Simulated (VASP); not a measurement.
# Sc (P6_3/mmc) in VASP: notebook, part 2 of 2

VASP 6.6.1. Earlier steps stand in the parts before.

## Step 4: Single point, LDA

File INCAR:

```
PREC = Accurate ; ENCUT = 500
EDIFF = 1E-6 ; ISMEAR = 0
SIGMA = 0.6 ; LREAL = F
LASPH = T ; NELM = 120
ALGO = Normal ; ISIF = 2
LWAVE = F ; LCHARG = F
NBANDS = 18 ; GGA_COMPAT = F
```

File KPOINTS:

```
regular mesh
0
Gamma
  11 11 6
```

File POSCAR:

```
Sc
1.0
    3.2269060027      0.0000000000      0.0000000000
   -1.6134530014      2.7945825740      0.0000000000
    0.0000000000      0.0000000000      5.0094253455
Sc
2
Direct
    0.3333333333      0.6666666667      0.2500000000
    0.6666666667      0.3333333333      0.7500000000
```

Potentials or basis: VASP PAW LDA potentials, release 64 (Sc_sv).

On the command line:

```sh
cat potpaw_LDA.64/Sc_sv/POTCAR > POTCAR
mpirun -np 1 vasp_std > vasp.out
```

OUTCAR:

```text
PREC = Accurate
   ENCUT = 500
   EDIFF = 1E-6
   ISMEAR = 0
   LREAL = F
   LASPH = T
   NELM = 120
   ISIF = 2

 ion  position               nearest neighbor table
   1  0.333  0.667  0.250-   2 3.12   2 3.12   2 3.12   2 3.12   2 3.12   2 3.12
   2  0.667  0.333  0.750-   1 3.12   1 3.12   1 3.12   1 3.12   1 3.12   1 3.12

  LATTYP: Found a hexagonal cell.
 ALAT       =     3.2269060027
 C/A-ratio  =     1.5523927072

  Lattice vectors:

 A1 = (   3.2269060027,   0.0000000000,   0.0000000000)
 A2 = (  -1.6134530014,   2.7945825740,   0.0000000000)
 A3 = (   0.0000000000,   0.0000000000,   5.0094253455)

Analysis of symmetry for initial positions (statically):
=====================================================================
 Subroutine PRICEL returns:
 Original cell was already a primitive cell.

 Routine SETGRP: Setting up the symmetry group for a
 hexagonal supercell.

 Subroutine GETGRP returns: Found 24 space group operations
 (whereof 12 operations were pure point group operations)
 out of a pool of 24 trial point group operations.

The static configuration has the point symmetry D_3d.
 The point group associated with its full space group is D_6h.

Analysis of symmetry for dynamics (positions and initial velocities):
=====================================================================
 Subroutine PRICEL returns:
 Original cell was already a primitive cell.

 Routine SETGRP: Setting up the symmetry group for a
 hexagonal supercell.

 Subroutine GETGRP returns: Found 24 space group operations
 (whereof 12 operations were pure point group operations)
 out of a pool of 24 trial point group operations.

The dynamic configuration has the point symmetry D_3d.
 The point group associated with its full space group is D_6h.

 Subroutine INISYM returns: Found 24 space group operations
 (whereof 12 operations are pure point group operations),
 and found     1 'primitive' translations

----------------------------------------------------------------------------------------

                                     Primitive cell

  volume of cell :      45.1743

  direct lattice vectors                    reciprocal lattice vectors
     3.226906003  0.000000000  0.000000000     0.309894369  0.178917597  0.000000000
    -1.613453001  2.794582574  0.000000000     0.000000000  0.357835195  0.000000000
     0.000000000  0.000000000  5.009425346     0.000000000  0.000000000  0.199623696

  length of vectors
     3.226906003  3.226906003  5.009425346     0.357835195  0.357835195  0.199623696

  position of ions in fractional coordinates (direct lattice)
     0.333333333  0.666666667  0.250000000
     0.666666667  0.333333333  0.750000000

  ion indices of the primitive-cell ions
   primitive index   ion index
                 1           1
                 2           2

----------------------------------------------------------------------------------------

 KPOINTS: regular mesh

Automatic generation of k-mesh.
 Grid dimensions read from file:
 generate k-points for:   11   11    6

 Generating k-lattice:

  Cartesian coordinates                     Fractional coordinates (reciprocal lattice)
     0.028172215  0.016265236  0.000000000     0.090909091  0.000000000  0.000000000
     0.000000000  0.032530472  0.000000000     0.000000000  0.090909091  0.000000000
     0.000000000  0.000000000  0.033270616     0.000000000  0.000000000  0.166666667

  Length of vectors
     0.032530472  0.032530472  0.033270616

  Shift w.r.t. Gamma in fractional coordinates (k-lattice)
     0.000000000  0.000000000  0.000000000

 Subroutine IBZKPT returns following result:
 ===========================================

 Found     64 irreducible k-points:

 Following reciprocal coordinates:
            Coordinates               Weight
  0.000000  0.000000  0.000000      1.000000
  0.090909 -0.000000  0.000000      6.000000
  0.181818 -0.000000  0.000000      6.000000
  0.272727  0.000000  0.000000      6.000000
  0.363636  0.000000  0.000000      6.000000
  0.454545 -0.000000  0.000000      6.000000
[... 16 lines left out ...]
  0.090909  0.090909  0.166667     12.000000
  0.181818  0.090909  0.166667     24.000000
 [... further k-points ...]
   k-points           NKPTS =     64   k-points in BZ     NKDIM =     64   number of bands    NBANDS=     18
   number of dos      NEDOS =    301   number of ions     NIONS =      2
   total plane-waves  NPLWV =  23040
   dimension x,y,z NGX =    24 NGY =   24 NGZ =   40
   dimension x,y,z NGXF=    48 NGYF=   48 NGZF=   80
   ions per type =               2
   NGX,Y,Z   is equivalent  to a cutoff of  12.36, 12.36, 13.27 a.u.
   NGXF,Y,Z  is equivalent  to a cutoff of  24.73, 24.73, 26.55 a.u.
 SYSTEM =  unknown system
   PREC   = accura    normal or accurate (medium, high low for compatibility)
   ISTART =      0    job   : 0-new  1-cont  2-samecut
   ICHARG =      2    charge: 1-file 2-atom 10-const
   ISPIN  =      1    spin polarized calculation?
   LNONCOLLINEAR =      F non collinear calculations
   LSORBIT =      F    spin-orbit coupling
   LASPH  =      T    aspherical Exc in radial PAW
   ENCUT  =  500.0 eV  36.75 Ry    6.06 a.u.   5.88  5.88  9.13*2*pi/ulx,y,z
   NELM   =    120;   NELMIN=  2; NELMDL= -5     # of ELM steps
   EDIFF  = 0.1E-05   stopping-criterion for ELM
   LREAL  =      F    real-space projection
   EDIFFG = 0.1E-04   stopping-criterion for IOM
   NSW    =      0    number of steps for IOM
   IBRION =     -1    ionic relax: 0-MD 1-quasi-New 2-CG
   NFREE  =      0    steps in history (QN), initial steepest desc. (CG)
   ISIF   =      2    stress and relaxation
   ISYM   =      2    0-nonsym 1-usesym 2-fastsym
   POTIM  = 0.5000    time-step for ionic-motion
   TEBEG  =    0.0;   TEEND  =   0.0 temperature during run
   PSTRESS=    0.0 pullay stress
   NELECT =      22.0000    total number of electrons
   NUPDOWN=      -1.0000    fix difference up-down
   EMIN   =  10.00;   EMAX   =-10.00  energy-range for DOS
   EFERMI =   0.00;   METHOD = LEGACY
   ISMEAR =     0;   SIGMA  =   0.60  broadening in eV -4-tet -1-fermi 0-gaus
   EFERMI_NEDOS =   21; number of points for ismear=-14 and -15
   IALGO  =     38    algorithm
   IMIX   =      4    mixing-type and parameters
     AMIX     =   0.40;   BMIX     =  1.00
     AMIX_MAG =   1.60;   BMIX_MAG =  1.00
  volume/ion in A,a.u.               =      22.59       152.43
  Fermi-wavevector in a.u.,A,eV,Ry     =   1.288008  2.433983 22.571595  1.658965
  Thomas-Fermi vector in A             =   2.419988
   LORBIT       =      0    0 simple, 1 ext, 2 COOP (PROOUT), +10 PAW based schemes
   GGA     = CA    functional components
   LHFCALC =     F    Hartree Fock is set to
   AEXX    =    0.0000 exact exchange contribution
   IVDW    =     0    specifies the selected vdW correction
   LEPSILON=     F    determine dielectric tensor
   LRPA    =     F    only Hartree local field effects (RPA)
 non-spin polarized calculation
 Gauss-broadening in eV      SIGMA  =   0.60
  energy-cutoff  :      500.00
  volume of cell :       45.17
 maximum number of plane-waves:      1160
 NGX is ok and might be reduce to    24
   NGX = 11   NGY = 11   NGZ = 19

 number of electron      22.0000000 magnetization

 Free energy of the ion-electron system (eV)
  ---------------------------------------------------
  ext. energy  EPLUGINS =         0.00000000
  ---------------------------------------------------
  free energy    TOTEN  =       -13.74722619 eV

  energy without entropy =      -13.20286556  energy(sigma->0) =      -13.47504588

 E-fermi :   3.9998     XC(G=0): -10.5058

 val. band max:        3.9751490971   @ k =   0.3636   0.0000   0.0000
 cond. band min:       4.0004145169   @ k =   0.4545  -0.0000   0.3333
 fundamental gap:      0.0252654198
 Fermi energy:         3.9998063673

 k-point     1 :       0.0000    0.0000    0.0000
  band No.  band energies     occupation
      1     -44.5890      2.00000
      2     -44.4784      2.00000
      3     -23.8682      2.00000
      4     -23.3741      2.00000
      5     -23.3741      2.00000
      6     -23.2819      2.00000
[... 10 lines left out ...]
     17       6.4235      0.00000
     18       6.4235      0.00000

 k-point     2 :       0.0909   -0.0000    0.0000
  band No.  band energies     occupation
      1     -44.5831      2.00000
      2     -44.4765      2.00000
      3     -23.8532      2.00000
      4     -23.4026      2.00000
      5     -23.3841      2.00000
      6     -23.3118      2.00000
[... 10 lines left out ...]
     17       6.2817      0.00000
     18       6.3010      0.00000
[... 442 lines left out ...]
 k-point    24 :       0.1818    0.0909    0.1667
  band No.  band energies     occupation
      1     -44.5470      2.00000
      2     -44.4741      2.00000
      3     -23.7577      2.00000
      4     -23.5162      2.00000
      5     -23.4901      2.00000
      6     -23.4177      2.00000
[... 10 lines left out ...]
     17       6.8485      0.00000
     18       7.1278      0.00000

 [... further k-points ...]
[... 5 lines left out ...]
  --------------------------------------------------------------------------------------
  -------------------------------------------------------------------------------------
  Total        0.1078008      0.1078008      0.4040985     -0.0000000      0.0000000     -0.0000000
  in kB        3.8233271      3.8233271     14.3319938     -0.0000000      0.0000000     -0.0000000
  external PRESSURE =       7.3262160 kB  Pullay stress =       0.0000000 kB

 VOLUME and BASIS-vectors are now :
 -----------------------------------------------------------------------------
  energy-cutoff  :      500.00
  volume of cell :       45.17
      direct lattice vectors                 reciprocal lattice vectors
     3.226906003  0.000000000  0.000000000     0.309894369  0.178917597  0.000000000
    -1.613453001  2.794582574  0.000000000     0.000000000  0.357835195  0.000000000
     0.000000000  0.000000000  5.009425346     0.000000000  0.000000000  0.199623696

 POSITION                                       TOTAL-FORCE (eV/Angst)
 -----------------------------------------------------------------------------------
     -0.00000      1.86306      1.25236        -0.000000     -0.000000      0.000000
      1.61345      0.93153      3.75707         0.000000      0.000000     -0.000000
 -----------------------------------------------------------------------------------
    total drift:                               -0.000000      0.000000     -0.000000

  FREE ENERGIE OF THE ION-ELECTRON SYSTEM (eV)
  ---------------------------------------------------
  free  energy   TOTEN  =       -13.7472261944 eV

  energy  without entropy=      -13.2028655560  energy(sigma->0) =      -13.47504588
```

OSZICAR:

```text
N       E                     dE             d eps       ncg     rms          rms(c)
DAV:   1     0.342528510151E+03    0.34253E+03   -0.10691E+04  2312   0.132E+03
DAV:   2     0.369161752088E+01   -0.33884E+03   -0.33214E+03  2856   0.553E+02
DAV:   3    -0.146681879924E+02   -0.18360E+02   -0.17570E+02  3740   0.164E+02
DAV:   4    -0.150157381890E+02   -0.34755E+00   -0.34353E+00  3580   0.202E+01
DAV:   5    -0.150198008119E+02   -0.40626E-02   -0.40555E-02  3908   0.239E+00    0.820E+00
DAV:   6    -0.139139192115E+02    0.11059E+01   -0.24560E+00  3060   0.184E+01    0.246E+00
DAV:   7    -0.137610628947E+02    0.15286E+00   -0.58533E-01  3166   0.805E+00    0.730E-01
DAV:   8    -0.137480470262E+02    0.13016E-01   -0.27053E-02  2884   0.223E+00    0.222E-01
DAV:   9    -0.137472051065E+02    0.84192E-03   -0.55986E-03  3342   0.779E-01    0.218E-02
DAV:  10    -0.137472252301E+02   -0.20124E-04   -0.10702E-04  3638   0.142E-01    0.484E-03
DAV:  11    -0.137472261944E+02   -0.96439E-06   -0.22530E-06  2394   0.171E-02
   1 F= -.13747226E+02 E0= -.13475046E+02  d E =-.544361E+00
```

It took 13 s on 1 thread of Intel Xeon 6975P-C (Granite Rapids), shared host; peak memory 0.16 GiB.

What came out:

```
Free energy            : -13.7472 eV
Pressure               : 0.7 GPa
Band gap on the k mesh : zero (band 11 reaches 5.01 eV, above the bottom of band 12 at 3.42 eV)
```

Levels at points of the mesh, in eV from the Fermi level:
```tsv
k point	band 9	band 10	band 11	band 12	band 13	band 14
(0.00, 0.00, 0.00)	-5.24	-1.77	0.93	1.64	1.64	1.95
(0.00, 0.00, 0.50)	-3.58	-3.58	1.01	1.01	1.54	1.54
```

## Step 5: Summary

| smearing | gap on the mesh (eV) | pressure (GPa) |
| --- | --- | --- |
| gaussian 0.2 eV | none | 0.0 |
| gaussian 0.3 eV | none | 0.1 |
| gaussian 0.6 eV | none | 0.7 |

Alike in all rows: task single point; level LDA; potentials or basis VASP PAW LDA potentials, release 64 (Sc_sv); no spin polarisation; cell as given; k mesh 11 × 11 × 6; cutoff (eV) 500.

Every run on the cell as given and a fine mesh finds a metal.

Absolute energies hang on the potentials; compare differences alone.
